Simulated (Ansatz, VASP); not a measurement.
## Ta3SiO4: VASP beside Ansatz

INCAR

```
  PREC = Accurate
  ENCUT = 520
  EDIFF = 1E-6
  ISMEAR = 0
  SIGMA = 0.1
  LREAL = F
  LASPH = T
  NELM = 60
  ALGO = Normal
  ISIF = 2
  LWAVE = F
  LCHARG = F
  GGA = PE
  NBANDS = 40
```

Contents of KPOINTS:

```
Automatic mesh
0
Gamma
  4 4 4
```

The input POSCAR:

```
Ta3SiO4
1.0
    4.3506186000      0.0000000000      0.0000000000
    0.0000000000      4.3506186000      0.0000000000
    0.0000000000      0.0000000000      4.3506186000
Ta Si O
3 1 4
Direct
    0.0000000000      0.5000000000      0.5000000000
    0.5000000000      0.0000000000      0.5000000000
    0.5000000000      0.5000000000      0.0000000000
    0.0000000000      0.0000000000      0.0000000000
    0.5000000000      0.0000000000      0.0000000000
    0.5000000000      0.5000000000      0.5000000000
    0.0000000000      0.0000000000      0.5000000000
    0.0000000000      0.5000000000      0.0000000000
```

Input for Ansatz:

```yaml
crystal:
  lattice:
    - [4.3506186, 0.0, 0.0]
    - [0.0, 4.3506186, 0.0]
    - [0.0, 0.0, 4.3506186]
  atoms:
    - { symbol: Ta, position: [0.0, 0.5, 0.5] }
    - { symbol: Ta, position: [0.5, 0.0, 0.5] }
    - { symbol: Ta, position: [0.5, 0.5, 0.0] }
    - { symbol: Si, position: [0.0, 0.0, 0.0] }
    - { symbol: O, position: [0.5, 0.0, 0.0] }
    - { symbol: O, position: [0.5, 0.5, 0.5] }
    - { symbol: O, position: [0.0, 0.0, 0.5] }
    - { symbol: O, position: [0.0, 0.5, 0.0] }
basis:
  ecutwfc: 420
kpoints:
  mp_grid: { grid: [4, 4, 4] }
hamiltonian:
  xc: pbe
scf:
  occupations: { method: gaussian, width: 0.1 }
  lower_state_search: "off"
output:
  forces: true
  stress: true
  eigenvalues: true
```

Change from the starting cell: species swapped into the Mg3CuO4 type (Pm-3m, No. 221).

Alike in both runs: task single point; functional PBE; k mesh 4 × 4 × 4; occupations gaussian, width 0.1 eV; no spin polarisation.

|  | VASP | Ansatz |
| --- | --- | --- |
| version | VASP 6.6.1 | Ansatz 0.2.0 |
| potentials or method | VASP PAW PBE potentials, release 64 (Ta_pv, Si, O), cutoff 520 eV | scalar-relativistic, plane waves, PAW |
| valence electrons in the cell | 61 | 67 |

Ansatz gave:

* gap on the k mesh at the Fermi level (eV): none
* pressure (GPa): 26.5

Which values does VASP return?

gap on the k mesh at the Fermi level (eV): none; pressure (GPa): 27.2.

A gap of «none» marks a metal or a gap that the smearing closes. VASP's potentials hold 61 valence electrons a cell and Ansatz's 67, so a difference there can come from the potentials and not from the codes.

The k mesh is coarse, so the values compare programs but aren't converged. Spin-orbit coupling is off throughout.
